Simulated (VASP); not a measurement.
# PtS2 (P-3m1) in VASP: notebook

PtS2 is run at these levels: PBE-based screened hybrid with 50 % exact exchange, PBE-based screened hybrid with 20 % exact exchange; tasks: single point.

All numbers are computed with VASP 6.6.1; they aren't measurements. Logs are shortened: lines on timing, memory, paths and dates and some standing lists are left out, and cuts for length are marked.

### 1 The cell of the first run

The structure is trigonal, space group P-3m1 (No. 164). Conventional cell: a = 3.553 Å, b = 3.553 Å, c = 5.123 Å, α = 90.00°, β = 90.00°, γ = 120.00°. Pt (site symmetry -3m) has 6 S at 2.39 Å within 3.2 Å. S (site symmetry 3m) has 3 Pt at 2.39 Å and 3 S at 3.20 Å within 3.2 Å.

### 2 Single point, PBE-based screened hybrid with 50 % exact exchange

Contents of POSCAR:

```
PtS2
1.0
    3.5526240934      0.0000000000      0.0000000000
   -1.7763120467      3.0766627150      0.0000000000
    0.0000000000      0.0000000000      5.1228306371
Pt S
1 2
Direct
    0.0000000000      0.0000000000      0.0000000000
    0.3333333333      0.6666666667      0.2392542165
    0.6666666667      0.3333333333      0.7607457835
```

Contents of INCAR.step1:

```
SYSTEM = PtS2
  PREC = Accurate
  ENCUT = 520
  EDIFF = 1E-5
  ISMEAR = 0
  SIGMA = 0.01
  LREAL = .False.
  LASPH = .True.
  NELM = 60
  ALGO = Normal
  ISIF = 2
  LWAVE = .True.
  NBANDS = 18
  GGA = PE
```

Contents of INCAR.step2:

```
SYSTEM = PtS2
  PREC = Accurate
  ENCUT = 520
  EDIFF = 1E-6
  ISMEAR = 0
  SIGMA = 0.01
  LREAL = .False.
  LASPH = .True.
  NELM = 60
  ALGO = Normal
  ISIF = 2
  LWAVE = .False.
  LCHARG = .True.
  GGA = PE
  LHFCALC = .True.
  AEXX = 0.5
  HFSCREEN = 0.5
  PRECFOCK = Normal
  LELF = .True.
  LVHAR = .True.
  NBANDS = 18
  ISTART = 1
```

Contents of KPOINTS:

```
regular mesh
0
Gamma
  6 6 2
  0 0 0
```

Potentials or basis: VASP PAW PBE potentials, release 64 (Pt, S).

Run with:

```
$ cat potpaw_PBE.64/Pt/POTCAR potpaw_PBE.64/S/POTCAR > POTCAR
$ cp INCAR.step1 INCAR
$ mpirun -np 1 vasp_std > vasp.out
$ cp INCAR.step2 INCAR
$ mpirun -np 1 vasp_std > vasp.out
```

OUTCAR:

```text
SYSTEM = PtS2
   PREC = Accurate
   ENCUT = 520
   EDIFF = 1E-6
   ISMEAR = 0
   LREAL = .False.
   LASPH = .True.
   NELM = 60
   ISIF = 2
   GGA = PE
   LHFCALC = .True.
   AEXX = 0.5
   HFSCREEN = 0.5
   PRECFOCK = Normal
   ISTART = 1

 ion  position               nearest neighbor table
   1  0.000  0.000  0.000-   2 2.39   3 2.39   3 2.39   2 2.39   3 2.39   2 2.39
   2  0.333  0.667  0.239-   1 2.39   1 2.39   1 2.39
   3  0.667  0.333  0.761-   1 2.39   1 2.39   1 2.39

  LATTYP: Found a hexagonal cell.
 ALAT       =     3.5526240934
 C/A-ratio  =     1.4419849954

  Lattice vectors:

 A1 = (   3.5526240934,   0.0000000000,   0.0000000000)
 A2 = (  -1.7763120467,   3.0766627150,   0.0000000000)
 A3 = (   0.0000000000,   0.0000000000,   5.1228306371)

Analysis of symmetry for initial positions (statically):
=====================================================================
 Subroutine PRICEL returns:
 Original cell was already a primitive cell.

 Routine SETGRP: Setting up the symmetry group for a
 hexagonal supercell.

 Subroutine GETGRP returns: Found 12 space group operations
 (whereof 12 operations were pure point group operations)
 out of a pool of 24 trial point group operations.

The static configuration has the point symmetry D_3d.

Analysis of symmetry for dynamics (positions and initial velocities):
=====================================================================
 Subroutine PRICEL returns:
 Original cell was already a primitive cell.

 Routine SETGRP: Setting up the symmetry group for a
 hexagonal supercell.

 Subroutine GETGRP returns: Found 12 space group operations
 (whereof 12 operations were pure point group operations)
 out of a pool of 24 trial point group operations.

The dynamic configuration has the point symmetry D_3d.

 Subroutine INISYM returns: Found 12 space group operations
 (whereof 12 operations are pure point group operations),
 and found     1 'primitive' translations

----------------------------------------------------------------------------------------

                                     Primitive cell

  volume of cell :      55.9937

  direct lattice vectors                    reciprocal lattice vectors
     3.552624093  0.000000000  0.000000000     0.281482075  0.162513752  0.000000000
    -1.776312047  3.076662715  0.000000000     0.000000000  0.325027503  0.000000000
     0.000000000  0.000000000  5.122830637     0.000000000  0.000000000  0.195204579

  length of vectors
     3.552624093  3.552624093  5.122830637     0.325027503  0.325027503  0.195204579

  position of ions in fractional coordinates (direct lattice)
     0.000000000  0.000000000  0.000000000
     0.333333333  0.666666667  0.239254217
     0.666666667  0.333333333  0.760745783

  ion indices of the primitive-cell ions
   primitive index   ion index
                 1           1
                 2           2
                 3           3

----------------------------------------------------------------------------------------

 KPOINTS: regular mesh

Automatic generation of k-mesh.
 Grid dimensions read from file:
 generate k-points for:    6    6    2

 Generating k-lattice:

  Cartesian coordinates                     Fractional coordinates (reciprocal lattice)
     0.046913679  0.027085625  0.000000000     0.166666667  0.000000000  0.000000000
     0.000000000  0.054171251  0.000000000     0.000000000  0.166666667  0.000000000
     0.000000000  0.000000000  0.097602290     0.000000000  0.000000000  0.500000000

  Length of vectors
     0.054171251  0.054171251  0.097602290

  Shift w.r.t. Gamma in fractional coordinates (k-lattice)
     0.000000000  0.000000000  0.000000000

 Subroutine IBZKPT returns following result:
 ===========================================

 Found     14 irreducible k-points:

 Following reciprocal coordinates:
            Coordinates               Weight
  0.000000  0.000000  0.000000      1.000000
  0.166667  0.000000  0.000000      6.000000
  0.333333 -0.000000  0.000000      6.000000
  0.500000 -0.000000  0.000000      3.000000
  0.166667  0.166667  0.000000      6.000000
  0.333333  0.166667  0.000000     12.000000
  0.333333  0.333333  0.000000      2.000000
  0.000000  0.000000  0.500000      1.000000
  0.166667  0.000000  0.500000      6.000000
  0.333333 -0.000000  0.500000      6.000000
  0.500000 -0.000000  0.500000      3.000000
  0.166667  0.166667  0.500000      6.000000
  0.333333  0.166667  0.500000     12.000000
  0.333333  0.333333  0.500000      2.000000
   k-points           NKPTS =     14   k-points in BZ     NKDIM =     72   number of bands    NBANDS=     18
   number of dos      NEDOS =    301   number of ions     NIONS =      3
   total plane-waves  NPLWV =  31360
   dimension x,y,z NGX =    28 NGY =   28 NGZ =   40
   dimension x,y,z NGXF=    56 NGYF=   56 NGZF=   80
   ions per type =               1   2
   NGX,Y,Z   is equivalent  to a cutoff of  13.10, 13.10, 12.98 a.u.
   NGXF,Y,Z  is equivalent  to a cutoff of  26.21, 26.21, 25.96 a.u.
 SYSTEM =  PtS2
   PREC   = accura    normal or accurate (medium, high low for compatibility)
   ISTART =      1    job   : 0-new  1-cont  2-samecut
   ICHARG =      0    charge: 1-file 2-atom 10-const
   ISPIN  =      1    spin polarized calculation?
   LNONCOLLINEAR =      F non collinear calculations
   LSORBIT =      F    spin-orbit coupling
   LASPH  =      T    aspherical Exc in radial PAW
   ENCUT  =  520.0 eV  38.22 Ry    6.18 a.u.   6.61  6.61  9.53*2*pi/ulx,y,z
   NELM   =     60;   NELMIN=  2; NELMDL=  0     # of ELM steps
   EDIFF  = 0.1E-05   stopping-criterion for ELM
   LREAL  =      F    real-space projection
   EDIFFG = 0.1E-04   stopping-criterion for IOM
   NSW    =      0    number of steps for IOM
   IBRION =     -1    ionic relax: 0-MD 1-quasi-New 2-CG
   NFREE  =      0    steps in history (QN), initial steepest desc. (CG)
   ISIF   =      2    stress and relaxation
   ISYM   =      3    0-nonsym 1-usesym 2-fastsym
   POTIM  = 0.5000    time-step for ionic-motion
   TEBEG  =    0.0;   TEEND  =   0.0 temperature during run
   PSTRESS=    0.0 pullay stress
   NELECT =      22.0000    total number of electrons
   NUPDOWN=      -1.0000    fix difference up-down
   EMIN   =  10.00;   EMAX   =-10.00  energy-range for DOS
   EFERMI =   0.00;   METHOD = LEGACY
   ISMEAR =     0;   SIGMA  =   0.01  broadening in eV -4-tet -1-fermi 0-gaus
   EFERMI_NEDOS =   21; number of points for ismear=-14 and -15
   IALGO  =     38    algorithm
   IMIX   =      1    mixing-type and parameters
     AMIX     =   0.40;   BMIX     =  1.00
     AMIX_MAG =   1.60;   BMIX_MAG =  1.00
  volume/ion in A,a.u.               =      18.66       125.95
  Fermi-wavevector in a.u.,A,eV,Ry     =   1.199046  2.265869 19.561265  1.437712
  Thomas-Fermi vector in A             =   2.334919
   LORBIT       =      0    0 simple, 1 ext, 2 COOP (PROOUT), +10 PAW based schemes
   GGA     = PE    functional components
   LHFCALC =     T    Hartree Fock is set to
   PRECFOCK=normal    Normal, Fast or Accurate (Low or Medium for compatibility)
   ENCUT4O =  -1.0   cutoff for four orbital integrals eV
   NKREDX  =     1    reduce k-point grid by
   NKREDY  =     1    reduce k-point grid by
   NKREDZ  =     1    reduce k-point grid by
   AEXX    =    0.5000 exact exchange contribution
   HFSCREEN=    0.5000 screening length (either q_TF or 0.3 A-1)
   HFSCREENC=   0.5000 screening length for correlation (either q_TF or 0.3 A-1)
   ENCUTFOCK=  -1.0 apply spherical cutoff to Coloumb kernel
   IVDW    =     0    specifies the selected vdW correction
   LEPSILON=     F    determine dielectric tensor
   LRPA    =     F    only Hartree local field effects (RPA)
 non-spin polarized calculation
 Gauss-broadening in eV      SIGMA  =   0.01
  energy-cutoff  :      520.00
  volume of cell :       55.99
 maximum number of plane-waves:      1536
 NGX is ok and might be reduce to    28
  NGX = 20; NGY = 20; NGZ = 30

 number of electron      21.9999996 magnetization

 Free energy of the ion-electron system (eV)
  ---------------------------------------------------
  ext. energy  EPLUGINS =         0.00000000
  ---------------------------------------------------
  free energy    TOTEN  =       -18.90490411 eV

  energy without entropy =      -18.90490411  energy(sigma->0) =      -18.90490411

 E-fermi :   6.1060     XC(G=0):  -7.6924

 val. band max:        5.9804160258   @ k =   0.0000   0.0000   0.0000
 cond. band min:       7.3229879939   @ k =   0.3333   0.3333   0.0000
 fundamental gap:      1.3425719681
 Fermi energy:         6.1059705091

 k-point     1 :       0.0000    0.0000    0.0000
  band No.  band energies     occupation
      1     -11.4413      2.00000
      2      -8.2594      2.00000
      3      -2.0045      2.00000
      4      -1.4158      2.00000
      5      -1.4158      2.00000
      6       1.0414      2.00000
[... 10 lines left out ...]
     17      15.0903      0.00000
     18      19.7123      0.00000

 k-point     2 :       0.1667    0.0000    0.0000
  band No.  band energies     occupation
      1     -11.0514      2.00000
      2      -8.4360      2.00000
      3      -1.6234      2.00000
      4      -1.2046      2.00000
      5      -1.1366      2.00000
      6       0.6868      2.00000
[... 10 lines left out ...]
     17      16.1391      0.00000
     18      17.0503      0.00000

 k-point     3 :       0.3333   -0.0000    0.0000
  band No.  band energies     occupation
      1     -10.0899      2.00000
      2      -8.7935      2.00000
      3      -1.5187      2.00000
      4      -0.6708      2.00000
      5      -0.4122      2.00000
      6       0.0215      2.00000
[... 10 lines left out ...]
     17      15.8238      0.00000
     18      16.7107      0.00000

 k-point     4 :       0.5000   -0.0000    0.0000
  band No.  band energies     occupation
      1      -9.3417      2.00000
      2      -9.1004      2.00000
      3      -2.2565      2.00000
      4      -0.6091      2.00000
      5      -0.1807      2.00000
      6       1.2610      2.00000
[... 165 lines left out ...]
      4      -0.9928      2.00000
      5      -0.3383      2.00000
      6       0.4191      2.00000
[... 10 lines left out ...]
     17      16.1059      0.00000
     18      16.3546      0.00000

 k-point    13 :       0.3333    0.1667    0.5000
  band No.  band energies     occupation
      1      -9.3573      2.00000
      2      -9.0370      2.00000
      3      -1.9660      2.00000
      4      -1.0655      2.00000
      5      -0.0271      2.00000
      6       0.5257      2.00000
[... 10 lines left out ...]
     17      16.0212      0.00000
     18      17.5354      0.00000

 k-point    14 :       0.3333    0.3333    0.5000
  band No.  band energies     occupation
      1      -9.0656      2.00000
      2      -9.0656      2.00000
      3      -1.2305      2.00000
      4      -1.2305      2.00000
      5      -0.8189      2.00000
      6       1.0787      2.00000
[... 10 lines left out ...]
     17      14.9744      0.00000
     18      17.7560      0.00000

------------------------ aborting loop because EDIFF is reached ----------------------------------------

  FORCE on cell =-STRESS in cart. coord.  units (eV):
  Direction    XX          YY          ZZ          XY          YZ          ZX
  --------------------------------------------------------------------------------------
  -------------------------------------------------------------------------------------
  Total       -1.3533209     -1.3533209     -0.5221753      0.0000000      0.0000000     -0.0000000
  in kB      -38.7232883    -38.7232883    -14.9412783      0.0000000      0.0000000     -0.0000000
  external PRESSURE =     -30.7959516 kB  Pullay stress =       0.0000000 kB

 VOLUME and BASIS-vectors are now :
 -----------------------------------------------------------------------------
  energy-cutoff  :      520.00
  volume of cell :       55.99
      direct lattice vectors                 reciprocal lattice vectors
     3.552624093  0.000000000  0.000000000     0.281482075  0.162513752  0.000000000
    -1.776312047  3.076662715  0.000000000     0.000000000  0.325027503  0.000000000
     0.000000000  0.000000000  5.122830637     0.000000000  0.000000000  0.195204579

 POSITION                                       TOTAL-FORCE (eV/Angst)
 -----------------------------------------------------------------------------------
      0.00000      0.00000      0.00000        -0.000000      0.000000      0.000000
     -0.00000      2.05111      1.22566         0.000000      0.000000     -0.548671
      1.77631      1.02555      3.89717         0.000000      0.000000      0.548671
 -----------------------------------------------------------------------------------
    total drift:                               -0.000000     -0.000000      0.000000

  FREE ENERGIE OF THE ION-ELECTRON SYSTEM (eV)
  ---------------------------------------------------
  free  energy   TOTEN  =       -18.9049041128 eV

  energy  without entropy=      -18.9049041128  energy(sigma->0) =      -18.90490411
```

Run time: 24 min. Hardware: 1 thread of Oxide Virtual Turin-like, shared host; peak memory 0.26 GiB.

Results:

```yaml
Free_energy: -18.9049 eV
Pressure: -3.1 GPa
Largest_force: 0.549 eV/Å
Band_gap_on_the_k_mesh: 1.34 eV (least direct gap 2.33 eV)
```

Forces in eV/Å, atoms in the order of the input:
```
Pt   0.000  0.000  0.000
S    0.000  0.000 -0.549
S    0.000  0.000  0.549
```

Stress tensor (GPa, compression positive):
```
-3.87  0.00  0.00
 0.00 -3.87  0.00
 0.00  0.00 -1.49
```

Levels at points of the mesh, in eV from the valence-band top:
| k point | band 9 | band 10 | band 11 | band 12 | band 13 | band 14 |
| --- | --- | --- | --- | --- | --- | --- |
| (0.00, 0.00, 0.00) | -1.15 | -1.15 | 0.00 | 2.71 | 2.71 | 5.46 |
| (0.50, 0.00, 0.00) | -3.55 | -3.49 | -3.03 | 2.12 | 3.25 | 6.36 |
| (0.00, 0.00, 0.50) | -1.67 | -1.39 | -1.39 | 3.30 | 3.30 | 6.34 |
| (0.50, 0.00, 0.50) | -3.61 | -3.07 | -1.67 | 2.31 | 2.91 | 6.06 |

Caveat: the k points lie up to 0.61 Å⁻¹ apart; the PAW data sets were made with another functional, which shifts forces and pressure a little; spin-orbit coupling is left out, which moves the levels of the heavy elements.

### 3 Single point, PBE-based screened hybrid with 20 % exact exchange

POSCAR is that of step 2.

Contents of INCAR.step1:

```
PREC = Accurate ; ENCUT = 520
EDIFF = 1E-5 ; ISMEAR = 0
SIGMA = 0.01 ; LREAL = False
LASPH = True ; NELM = 60
ALGO = Normal ; ISIF = 2
LWAVE = True ; GGA = PE
NBANDS = 18
```

Contents of INCAR.step2:

```
PREC = Accurate ; ENCUT = 520
EDIFF = 1E-7 ; ISMEAR = 0
SIGMA = 0.01 ; LREAL = False
LASPH = True ; NELM = 60
ALGO = Normal ; ISIF = 2
LWAVE = False ; LCHARG = True
GGA = PE ; LHFCALC = True
AEXX = 0.2 ; HFSCREEN = 0.3
PRECFOCK = Normal ; LELF = True
LVHAR = True ; ISTART = 1
NBANDS = 18
```

Contents of KPOINTS:

```
Automatic mesh
0
Gamma
  6 6 2
```

Potentials or basis: VASP PAW PBE potentials, release 64 (Pt, S).

Run with:

```
$ cat potpaw_PBE.64/Pt/POTCAR potpaw_PBE.64/S/POTCAR > POTCAR
$ cp INCAR.step1 INCAR
$ mpirun -np 1 vasp_std > vasp.out
$ cp INCAR.step2 INCAR
$ mpirun -np 1 vasp_std > vasp.out
```

Wall time 26 min (1 thread of Oxide Virtual Turin-like, shared host); peak memory 0.25 GiB.

Results (log left out):

```yaml
Free_energy: -17.5061 eV
Pressure: -0.1 GPa
Largest_force: 0.280 eV/Å
Band_gap_on_the_k_mesh: 1.17 eV (least direct gap 2.02 eV)
```

Forces in eV/Å, atoms in the order of the input:
```
Pt   0.000  0.000  0.000
S    0.000  0.000 -0.280
S    0.000  0.000  0.280
```

Stress tensor (GPa, compression positive):
```
-0.34  0.00  0.00
 0.00 -0.34  0.00
 0.00  0.00  0.40
```

Levels at points of the mesh, in eV from the valence-band top:
```tsv
k point	band 8	band 9	band 10	band 11	band 12	band 13	band 14	band 15
(0.00, 0.00, 0.00)	-2.44	-1.11	-1.11	0.00	2.49	2.49	5.22	6.07
(0.50, 0.00, 0.00)	-3.52	-3.39	-3.33	-2.75	1.94	3.01	6.03	7.02
(0.00, 0.00, 0.50)	-2.72	-1.40	-1.34	-1.34	3.05	3.05	6.07	7.79
(0.50, 0.00, 0.50)	-3.61	-3.18	-2.92	-1.56	2.12	2.67	5.70	6.02
```

Caveat: the k points lie up to 0.61 Å⁻¹ apart; the PAW data sets were made with another functional, which shifts forces and pressure a little; spin-orbit coupling is left out, which moves the levels of the heavy elements. A k mesh can miss the band edges.
